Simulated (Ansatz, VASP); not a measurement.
# One calculation of Pb, two programs

```
CELL_PARAMETERS angstrom
3.14561 0.00000 0.00000
0.00000 3.14561 0.00000
0.00000 0.00000 3.14561
ATOMIC_POSITIONS crystal
Pb 0.00000 0.00000 0.00000
```

Alike in both runs: functional LDA; k mesh 13 × 13 × 13; occupations fermi-dirac, width 0.05 eV; no spin polarisation.

Ansatz relaxed the structure, and its values are those at the end. VASP's run is a single point on that final structure, the one shown.

|  | VASP | Ansatz |
| --- | --- | --- |
| version | VASP 6.6.1 | Ansatz 0.2.0 |
| potentials or method | VASP PAW LDA potentials, release 64 (Pb_d), cutoff 520 eV | all-electron LAPW, scalar-relativistic |

Ansatz gave:

- pressure (GPa): 0.0

Problem. Which values does VASP return?

Solution. Pressure (GPa): 0.1.

LDA's correlation is that of Perdew and Zunger in VASP and of Perdew and Wang (1992) in Ansatz. Ansatz ran all-electron here, and VASP with PAW potentials.

Neither program's run includes spin-orbit coupling.
